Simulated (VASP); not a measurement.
Input of a VASP 6.6.1 run:

The input INCAR:

```
SYSTEM = TaN
  PREC = Accurate
  ENCUT = 520
  EDIFF = 1E-8
  ISMEAR = -1
  SIGMA = 0.02
  LREAL = .FALSE.
  LASPH = .TRUE.
  NELM = 120
  ALGO = Normal
  ISIF = 2
  LWAVE = .FALSE.
  LCHARG = .FALSE.
  GGA = PS
  LEFG = .TRUE.
  NBANDS = 15
  GGA_COMPAT = .FALSE.
```

KPOINTS

```
regular mesh
0
G
  9 9 9
  0 0 0
```

The input POSCAR:

```
TaN
1.0
    0.0000000000      2.1934308841      2.1934308841
    2.1934308841      0.0000000000      2.1934308841
    2.1934308841      2.1934308841      0.0000000000
Ta N
1 1
Direct
    0.5000000000      0.5000000000      0.5000000000
    0.0000000000      0.0000000000      0.0000000000
```

Potentials or basis: VASP PAW PBE potentials, release 64 (Ta_pv, N).

Launch:

```console
$ cat potpaw_PBE.64/Ta_pv/POTCAR potpaw_PBE.64/N/POTCAR > POTCAR
$ mpirun -np 1 vasp_std > vasp.out
```

Problem. Predict the pressure.

Solution. -1.8 GPa.

Problem. What does it give for the band gap on the k mesh?

Solution. Zero (band 8 reaches 11.03 eV, above the bottom of band 9 at 7.31 eV).

Caveat: without QUAD_EFG the Cq values of the log hold for a quadrupole moment of 1 mb, not for the nuclei; the PAW data sets were made with another functional, which shifts forces and pressure a little; spin-orbit coupling is left out, which moves the levels of the heavy elements.
